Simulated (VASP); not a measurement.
A run of VASP 6.6.1 is set up as follows.

Contents of INCAR:

```
ALGO = Normal
EDIFF = 1E-6
ENCUT = 520
GGA = PE
ISIF = 2
ISMEAR = 0
LASPH = T
LCHARG = F
LREAL = F
LWAVE = F
NBANDS = 14
NELM = 60
PREC = Accurate
SIGMA = 0.05
```

File KPOINTS:

```
k-points
0
Gamma
  8 8 8
```

Contents of POSCAR:

```
NaCl
1.0
    3.5021900000      0.0000000000      0.0000000000
    0.0000000000      3.5021900000      0.0000000000
    0.0000000000      0.0000000000      3.5021900000
Na Cl
1 1
Direct
    0.0000000000      0.0000000000      0.0000000000
    0.5000000000      0.5000000000      0.5000000000
```

Potentials or basis: VASP PAW PBE potentials, release 64 (Na_pv, Cl).

The run is started by

```console
$ cat potpaw_PBE.64/Na_pv/POTCAR potpaw_PBE.64/Cl/POTCAR > POTCAR
$ mpirun -np 1 vasp_std > vasp.out
```

Question: What does it give for the pressure?

Answer: 0.1 GPa.

Question: Estimate the band gap on the k mesh.

Answer: 3.98 eV, indirect (least direct gap 4.47 eV).

A k mesh can miss the band edges. PBE gaps usually lie below the measured ones, often by a third to a half.
